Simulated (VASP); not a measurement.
Input of a VASP 6.6.1 run:

INCAR

```
ALGO     = Normal         # electronic algorithm
EDIFF    = 1E-7           # SCF threshold, eV
ENCUT    = 520            # plane-wave cutoff, eV
GGA      = PS             # functional
ISIF     = 2              # what is computed and relaxed
ISMEAR   = 0              # smearing method
LASPH    = T              # aspherical terms in the spheres
LCHARG   = F              # write CHGCAR
LREAL    = F              # projectors in reciprocal space
LWAVE    = F              # write WAVECAR
NBANDS   = 21             # bands
NELM     = 100            # most SCF steps
PREC     = Accurate       # precision mode
SIGMA    = 0.1            # smearing width, eV
```

File KPOINTS:

```
k-points
0
Gamma
  10 10 10
```

The input POSCAR:

```
Pb
1.0
    0.0000000000      3.4749376061      3.4749376061
    3.4749376061      0.0000000000      3.4749376061
    3.4749376061      3.4749376061      0.0000000000
Pb
2
Direct
    0.5000000000      0.5000000000      0.5000000000
    0.7500000000      0.7500000000      0.7500000000
```

Potentials or basis: VASP PAW PBE potentials, release 64 (Pb_d).

The run is started by

```sh
$ cat potpaw_PBE.64/Pb_d/POTCAR > POTCAR
$ mpirun -np 1 vasp_std > vasp.out
```

Task: Estimate the pressure.

Result: -0.6 GPa.

Task: Estimate the band gap on the k mesh.

Result: Zero (bands 14 and 15 overlap by 1.10 eV).

Caveat: the cell differs from its parent crystal (strained); the PAW data sets were made with another functional, which shifts forces and pressure a little; spin-orbit coupling is left out, which moves the levels of the heavy elements.
